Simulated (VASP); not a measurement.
# SiC3 (P4/mmm) in VASP: a series of runs

The runs below take SiC3 through single point, with PBE.

Program: VASP 6.6.1. These are calculated values, not measurements. Logs are shortened: lines on timing, memory, paths and dates and some standing lists are left out, and cuts for length are marked.

## (1) The cell of the first run

Symmetry: P4/mmm, No. 123, tetragonal system. Conventional cell: a = 5.610 Å, b = 5.610 Å, c = 3.056 Å, α = 90.00°, β = 90.00°, γ = 90.00°. Within 2.0 Å of Si (site symmetry 4/mmm) lie 2 C at 1.53 Å. Within 1.8 Å of C (site symmetry 4mm) lie 2 C at 1.30 to 1.75 Å. Within 2.0 Å of C (site symmetry 4/mmm) lie 2 Si at 1.53 Å.

## (2) Single point, PBE

Contents of INCAR:

```
ALGO     = Normal         # electronic algorithm
EDIFF    = 1E-6           # SCF threshold, eV
ENCUT    = 520            # plane-wave cutoff, eV
GGA      = PE             # functional
ISIF     = 2              # what is computed and relaxed
ISMEAR   = 0              # smearing method
LASPH    = T              # aspherical terms in the spheres
LCHARG   = F              # write CHGCAR
LREAL    = F              # projectors in reciprocal space
LWAVE    = F              # write WAVECAR
NBANDS   = 16             # bands
NELM     = 60             # most SCF steps
PREC     = Accurate       # precision mode
SIGMA    = 0.02           # smearing width, eV
```

Contents of KPOINTS:

```
k-points
0
Gamma
  6 6 10
```

Contents of POSCAR:

```
SiC3
1.0
    5.6099665035      0.0000000000      0.0000000000
    0.0000000000      5.6099665035      0.0000000000
    0.0000000000      0.0000000000      3.0562329492
Si C
1 3
Direct
    0.0000000000      0.0000000000      0.0000000000
    0.5000000000      0.5000000000      0.2134401762
    0.0000000000      0.0000000000      0.5000000000
    0.5000000000      0.5000000000      0.7865598238
```

Potentials or basis: VASP PAW PBE potentials, release 64 (Si, C).

Started as:

```sh
$ cat potpaw_PBE.64/Si/POTCAR potpaw_PBE.64/C/POTCAR > POTCAR
$ mpirun -np 1 vasp_std > vasp.out
```

OUTCAR:

```text
EDIFF = 1E-6
   ENCUT = 520
   GGA = PE
   ISIF = 2
   ISMEAR = 0
   LASPH = T
   LREAL = F
   NELM = 60
   PREC = Accurate

 ion  position               nearest neighbor table
   1  0.000  0.000  0.000-   3 1.53   3 1.53
   2  0.500  0.500  0.213-   4 1.30   4 1.75
   3  0.000  0.000  0.500-   1 1.53   1 1.53
   4  0.500  0.500  0.787-   2 1.30   2 1.75

  LATTYP: Found a simple tetragonal cell.
 ALAT       =     5.6099665035
 C/A-ratio  =     0.5447863097

  Lattice vectors:

 A1 = (   5.6099665035,   0.0000000000,   0.0000000000)
 A2 = (   0.0000000000,   5.6099665035,   0.0000000000)
 A3 = (   0.0000000000,   0.0000000000,   3.0562329492)

Analysis of symmetry for initial positions (statically):
=====================================================================
 Subroutine PRICEL returns:
 Original cell was already a primitive cell.

 Routine SETGRP: Setting up the symmetry group for a
 simple tetragonal supercell.

 Subroutine GETGRP returns: Found 16 space group operations
 (whereof 16 operations were pure point group operations)
 out of a pool of 16 trial point group operations.

The static configuration has the point symmetry D_4h.

Analysis of symmetry for dynamics (positions and initial velocities):
=====================================================================
 Subroutine PRICEL returns:
 Original cell was already a primitive cell.

 Routine SETGRP: Setting up the symmetry group for a
 simple tetragonal supercell.

 Subroutine GETGRP returns: Found 16 space group operations
 (whereof 16 operations were pure point group operations)
 out of a pool of 16 trial point group operations.

The dynamic configuration has the point symmetry D_4h.

 Subroutine INISYM returns: Found 16 space group operations
 (whereof 16 operations are pure point group operations),
 and found     1 'primitive' translations

----------------------------------------------------------------------------------------

                                     Primitive cell

  volume of cell :      96.1849

  direct lattice vectors                    reciprocal lattice vectors
     5.609966503  0.000000000  0.000000000     0.178254184  0.000000000  0.000000000
     0.000000000  5.609966503  0.000000000     0.000000000  0.178254184  0.000000000
     0.000000000  0.000000000  3.056232949     0.000000000  0.000000000  0.327200189

  length of vectors
     5.609966503  5.609966503  3.056232949     0.178254184  0.178254184  0.327200189

  position of ions in fractional coordinates (direct lattice)
     0.000000000  0.000000000  0.000000000
     0.500000000  0.500000000  0.213440176
     0.000000000  0.000000000  0.500000000
     0.500000000  0.500000000  0.786559824

  ion indices of the primitive-cell ions
   primitive index   ion index
                 1           1
                 2           2
                 3           3
                 4           4

----------------------------------------------------------------------------------------

 KPOINTS: k-points

Automatic generation of k-mesh.
 Grid dimensions read from file:
 generate k-points for:    6    6   10

 Generating k-lattice:

  Cartesian coordinates                     Fractional coordinates (reciprocal lattice)
     0.029709031  0.000000000  0.000000000     0.166666667  0.000000000  0.000000000
     0.000000000  0.029709031  0.000000000     0.000000000  0.166666667  0.000000000
     0.000000000  0.000000000  0.032720019     0.000000000  0.000000000  0.100000000

  Length of vectors
     0.029709031  0.029709031  0.032720019

  Shift w.r.t. Gamma in fractional coordinates (k-lattice)
     0.000000000  0.000000000  0.000000000

 Subroutine IBZKPT returns following result:
 ===========================================

 Found     60 irreducible k-points:

 Following reciprocal coordinates:
            Coordinates               Weight
  0.000000  0.000000  0.000000      1.000000
  0.166667  0.000000  0.000000      4.000000
  0.333333  0.000000  0.000000      4.000000
  0.500000  0.000000  0.000000      2.000000
  0.166667  0.166667  0.000000      4.000000
  0.333333  0.166667  0.000000      8.000000
[... 16 lines left out ...]
  0.333333  0.000000  0.200000      8.000000
  0.500000  0.000000  0.200000      4.000000
 [... further k-points ...]
   k-points           NKPTS =     60   k-points in BZ     NKDIM =     60   number of bands    NBANDS=     16
   number of dos      NEDOS =    301   number of ions     NIONS =      4
   total plane-waves  NPLWV =  42336
   dimension x,y,z NGX =    42 NGY =   42 NGZ =   24
   dimension x,y,z NGXF=    84 NGYF=   84 NGZF=   48
   ions per type =               1   3
   NGX,Y,Z   is equivalent  to a cutoff of  12.45, 12.45, 13.05 a.u.
   NGXF,Y,Z  is equivalent  to a cutoff of  24.89, 24.89, 26.11 a.u.
 SYSTEM =  unknown system
   PREC   = accura    normal or accurate (medium, high low for compatibility)
   ISTART =      0    job   : 0-new  1-cont  2-samecut
   ICHARG =      2    charge: 1-file 2-atom 10-const
   ISPIN  =      1    spin polarized calculation?
   LNONCOLLINEAR =      F non collinear calculations
   LSORBIT =      F    spin-orbit coupling
   LASPH  =      T    aspherical Exc in radial PAW
   ENCUT  =  520.0 eV  38.22 Ry    6.18 a.u.  10.43 10.43  5.68*2*pi/ulx,y,z
   NELM   =     60;   NELMIN=  2; NELMDL= -5     # of ELM steps
   EDIFF  = 0.1E-05   stopping-criterion for ELM
   LREAL  =      F    real-space projection
   EDIFFG = 0.1E-04   stopping-criterion for IOM
   NSW    =      0    number of steps for IOM
   IBRION =     -1    ionic relax: 0-MD 1-quasi-New 2-CG
   NFREE  =      0    steps in history (QN), initial steepest desc. (CG)
   ISIF   =      2    stress and relaxation
   ISYM   =      2    0-nonsym 1-usesym 2-fastsym
   POTIM  = 0.5000    time-step for ionic-motion
   TEBEG  =    0.0;   TEEND  =   0.0 temperature during run
   PSTRESS=    0.0 pullay stress
   NELECT =      16.0000    total number of electrons
   NUPDOWN=      -1.0000    fix difference up-down
   EMIN   =  10.00;   EMAX   =-10.00  energy-range for DOS
   EFERMI =   0.00;   METHOD = LEGACY
   ISMEAR =     0;   SIGMA  =   0.02  broadening in eV -4-tet -1-fermi 0-gaus
   EFERMI_NEDOS =   21; number of points for ismear=-14 and -15
   IALGO  =     38    algorithm
   IMIX   =      4    mixing-type and parameters
     AMIX     =   0.40;   BMIX     =  1.00
     AMIX_MAG =   1.60;   BMIX_MAG =  1.00
  volume/ion in A,a.u.               =      24.05       162.27
  Fermi-wavevector in a.u.,A,eV,Ry     =   0.900352  1.701419 11.029350  0.810634
  Thomas-Fermi vector in A             =   2.023299
   LORBIT       =      0    0 simple, 1 ext, 2 COOP (PROOUT), +10 PAW based schemes
   GGA     = PE    functional components
   LHFCALC =     F    Hartree Fock is set to
   AEXX    =    0.0000 exact exchange contribution
   IVDW    =     0    specifies the selected vdW correction
   LEPSILON=     F    determine dielectric tensor
   LRPA    =     F    only Hartree local field effects (RPA)
 non-spin polarized calculation
 Gauss-broadening in eV      SIGMA  =   0.02
  energy-cutoff  :      520.00
  volume of cell :       96.18
 maximum number of plane-waves:      2624
 NGX is ok and might be reduce to    42
   NGX = 21   NGY = 21   NGZ = 11

 number of electron      16.0000001 magnetization

 Free energy of the ion-electron system (eV)
  ---------------------------------------------------
  ext. energy  EPLUGINS =         0.00000000
  ---------------------------------------------------
  free energy    TOTEN  =       -24.28582474 eV

  energy without entropy =      -24.28582474  energy(sigma->0) =      -24.28582474

 E-fermi :  -0.8734     XC(G=0):  -6.6827

 val. band max:       -0.9675962350   @ k =   0.5000   0.0000   0.5000
 cond. band min:       0.1849186669   @ k =   0.0000   0.0000   0.0000
 fundamental gap:      1.1525149019
 Fermi energy:        -0.8734151260

 k-point     1 :       0.0000    0.0000    0.0000
  band No.  band energies     occupation
      1     -15.5948      2.00000
      2     -12.9653      2.00000
      3      -7.9266      2.00000
      4      -4.7753      2.00000
      5      -4.7753      2.00000
      6      -4.5858      2.00000
[... 8 lines left out ...]
     15       6.7776      0.00000
     16       8.2282      0.00000

 k-point     2 :       0.1667    0.0000    0.0000
  band No.  band energies     occupation
      1     -15.5936      2.00000
      2     -12.9661      2.00000
      3      -7.9269      2.00000
      4      -4.7678      2.00000
      5      -4.7544      2.00000
      6      -4.5856      2.00000
[... 8 lines left out ...]
     15       6.8766      0.00000
     16       8.1655      0.00000

 k-point     3 :       0.3333    0.0000    0.0000
  band No.  band energies     occupation
      1     -15.5911      2.00000
      2     -12.9676      2.00000
      3      -7.9277      2.00000
      4      -4.7500      2.00000
      5      -4.7100      2.00000
      6      -4.5852      2.00000
[... 8 lines left out ...]
     15       7.1199      0.00000
     16       7.9915      0.00000

 k-point     4 :       0.5000    0.0000    0.0000
  band No.  band energies     occupation
      1     -15.5898      2.00000
      2     -12.9683      2.00000
      3      -7.9280      2.00000
      4      -4.7395      2.00000
      5      -4.6864      2.00000
      6      -4.5850      2.00000
[... 8 lines left out ...]
     15       7.2976      0.00000
     16       7.8469      0.00000

 k-point     5 :       0.1667    0.1667    0.0000
  band No.  band energies     occupation
      1     -15.5925      2.00000
      2     -12.9662      2.00000
      3      -7.9270      2.00000
      4      -4.8086      2.00000
      5      -4.7134      2.00000
      6      -4.5854      2.00000
[... 8 lines left out ...]
     15       6.9165      0.00000
     16       8.2145      0.00000

 k-point     6 :       0.3333    0.1667    0.0000
  band No.  band energies     occupation
      1     -15.5903      2.00000
      2     -12.9664      2.00000
      3      -7.9272      2.00000
      4      -4.8143      2.00000
      5      -4.7145      2.00000
      6      -4.5850      2.00000
[... 8 lines left out ...]
     15       6.9656      0.00000
     16       8.0492      0.00000
[... 267 lines left out ...]
 k-point    21 :       0.0000    0.0000    0.2000
  band No.  band energies     occupation
      1     -15.2689      2.00000
      2     -12.4978      2.00000
      3      -9.0534      2.00000
      4      -5.9501      2.00000
      5      -4.2544      2.00000
      6      -4.2544      2.00000
[... 8 lines left out ...]
     15       5.8311      0.00000
     16       6.8959      0.00000

 k-point    22 :       0.1667    0.0000    0.2000
  band No.  band energies     occupation
      1     -15.2678      2.00000
      2     -12.4983      2.00000
      3      -9.0536      2.00000
      4      -5.9503      2.00000
      5      -4.2465      2.00000
      6      -4.2348      2.00000
[... 8 lines left out ...]
     15       5.9247      0.00000
     16       6.9999      0.00000

 k-point    23 :       0.3333    0.0000    0.2000
  band No.  band energies     occupation
      1     -15.2658      2.00000
      2     -12.4991      2.00000
      3      -9.0539      2.00000
      4      -5.9509      2.00000
      5      -4.2279      2.00000
      6      -4.1934      2.00000
[... 8 lines left out ...]
     15       6.3918      0.00000
     16       7.2524      0.00000

 k-point    24 :       0.5000    0.0000    0.2000
  band No.  band energies     occupation
      1     -15.2647      2.00000
      2     -12.4996      2.00000
      3      -9.0541      2.00000
      4      -5.9511      2.00000
      5      -4.2170      2.00000
      6      -4.1714      2.00000
[... 8 lines left out ...]
     15       6.7737      0.00000
     16       7.4273      0.00000

 [... further k-points ...]
[... 5 lines left out ...]
  --------------------------------------------------------------------------------------
  -------------------------------------------------------------------------------------
  Total        0.0120496      0.0120496     -0.0192619      0.0000000      0.0000000      0.0000000
  in kB        0.2007138      0.2007138     -0.3208510      0.0000000      0.0000000      0.0000000
  external PRESSURE =       0.0268589 kB  Pullay stress =       0.0000000 kB

 VOLUME and BASIS-vectors are now :
 -----------------------------------------------------------------------------
  energy-cutoff  :      520.00
  volume of cell :       96.18
      direct lattice vectors                 reciprocal lattice vectors
     5.609966503  0.000000000  0.000000000     0.178254184  0.000000000  0.000000000
     0.000000000  5.609966503  0.000000000     0.000000000  0.178254184  0.000000000
     0.000000000  0.000000000  3.056232949     0.000000000  0.000000000  0.327200189

 POSITION                                       TOTAL-FORCE (eV/Angst)
 -----------------------------------------------------------------------------------
      0.00000      0.00000      0.00000         0.000000      0.000000      0.000000
      2.80498      2.80498      0.65232         0.000000      0.000000      0.069087
      0.00000      0.00000      1.52812         0.000000      0.000000      0.000000
      2.80498      2.80498      2.40391         0.000000     -0.000000     -0.069087
 -----------------------------------------------------------------------------------
    total drift:                                0.000000     -0.000000     -0.000000

  FREE ENERGIE OF THE ION-ELECTRON SYSTEM (eV)
  ---------------------------------------------------
  free  energy   TOTEN  =       -24.2858247366 eV

  energy  without entropy=      -24.2858247366  energy(sigma->0) =      -24.28582474
```

It took 2.2 min on 1 thread of Intel Xeon 8259CL, shared host; peak memory 0.24 GiB.

Results:

- Free energy: -24.2858 eV
- Pressure: 0.0 GPa
- Largest force: 0.069 eV/Å
- Band gap on the k mesh: 1.15 eV (least direct gap 1.54 eV)

Forces in eV/Å, atoms in the order of the input:
```
Si   0.000  0.000  0.000
C    0.000  0.000  0.069
C    0.000  0.000  0.000
C    0.000  0.000 -0.069
```

(Continued in part 2 of 2.)
